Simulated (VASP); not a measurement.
Crystal: Si4Ge2Ir.

```
Si Ge Ir
1.0
     3.90000    0.00000    0.00000
    -1.95000    3.37750    0.00000
     0.00000    0.00000   10.30000
Si Ge Ir
4 2 1
Cartesian
  0.0000 2.2517 0.8240
  0.0000 2.2517 3.1930
  1.9500 1.1258 9.4760
  1.9500 1.1258 7.1070
  0.0000 0.0000 3.9449
  0.0000 0.0000 6.3551
  0.0000 0.0000 0.0000
```

| Item | Value |
| --- | --- |
| Program | VASP 6.6.1 |
| Task | relaxation of cell and atoms |
| Functional | PBE |
| Potentials or basis | VASP PAW PBE potentials, release 64 (Si, Ge_d, Ir) |
| Cutoff | 600 eV |
| k mesh | 5 × 5 × 2 |
| Occupations | gaussian, width 0.2 eV |
| Spin | no spin polarisation |

At the start: pressure 4.8 GPa; volume 19.38 Å³/atom.

Q: Where does the relaxation end?

A: Over 12 steps the energy falls by 26.6 meV/atom and the volume is 20.45 Å³/atom (+5.5 %); space group P-3m1 (No. 164, to 0.1 Å) before and after.

The path:
```csv
step,energy change (eV),largest force (eV/Å),pressure (GPa),volume (Å³)
1,0.0000,0.4096,4.75,135.67
2,-0.0399,0.6163,-3.44,147.27
3,-0.0988,0.3532,-0.15,142.02
4,-0.1171,0.2647,-0.19,142.39
5,-0.1272,0.2853,-0.15,142.95
6,-0.1388,0.1965,-0.17,143.01
7,-0.1624,0.1967,-0.22,143.20
8,-0.1488,0.6371,-0.29,143.53
9,-0.1678,0.2505,-0.28,143.31
10,-0.1773,0.2096,0.03,142.84
11,-0.1842,0.1297,0.64,141.94
12,-0.1859,0.0680,-0.31,143.17
```

Final structure:
```
CELL_PARAMETERS angstrom
4.02751 0.00000 0.00000
-2.01375 3.48792 0.00000
0.00000 0.00000 10.19199
ATOMIC_POSITIONS crystal
Si 0.33333 0.66667 0.06571
Si 0.33333 0.66667 0.30028
Si 0.66667 0.33333 0.93429
Si 0.66667 0.33333 0.69972
Ge 0.00000 0.00000 0.37674
Ge 0.00000 0.00000 0.62326
Ir 0.00000 0.00000 0.00000
```

Caveat: the k points lie up to 0.36 Å⁻¹ apart in the final cell, too coarse for converged energies and pressures of a metal; an odd number of electrons without spin polarisation forces a metal; a magnetic or distorted state may lie lower; the relaxation stopped at a loose force limit of 0.08 eV/Å, so its end isn't a converged minimum.
